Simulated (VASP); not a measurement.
**NaCl: single point with PBE**

Crystal: NaCl.

```
CELL_PARAMETERS angstrom
0.00000 3.18693 3.18693
3.18693 0.00000 3.18693
3.18693 3.18693 0.00000
ATOMIC_POSITIONS crystal
Na 0.00000 0.00000 0.00000
Cl 0.25000 0.25000 0.25000
```

This cell differs from its parent crystal: volume changed by +10%.

- Program: VASP 6.6.1
- Task: single point
- Functional: PBE
- Potentials or basis: VASP PAW PBE potentials, release 64 (Na_pv, Cl)
- Cutoff: 520 eV
- k mesh: 4 × 4 × 4
- Occupations: gaussian, width 0.01 eV
- Spin: no spin polarisation
- Dipole correction: no
- Further INCAR settings: ALGO = Normal; EDIFF = 1e-06; NBANDS = 14

| Quantity | Value |
| --- | --- |
| Pressure | -0.9 GPa |
| Band gap on the k mesh | 4.72 eV, direct |

Levels at points of the mesh, in eV from the valence-band top:
```
           k point  band 5  band 6  band 7  band 8  band 9  band 10
(0.00, 0.00, 0.00)    0.00    0.00    0.00    4.72   10.91    10.91
(0.50, 0.00, 0.00)   -0.91   -0.08   -0.08    7.27    8.48    10.42
(0.50, 0.50, 0.00)   -0.83   -0.26   -0.26    6.96    8.88     9.93
```

It took 14 s on 1 thread of Intel(R) Xeon(R) Platinum 8488C (Sapphire Rapids) (shared host), peak memory 0.19 GiB.

Caveat: the k points lie up to 0.43 Å⁻¹ apart.
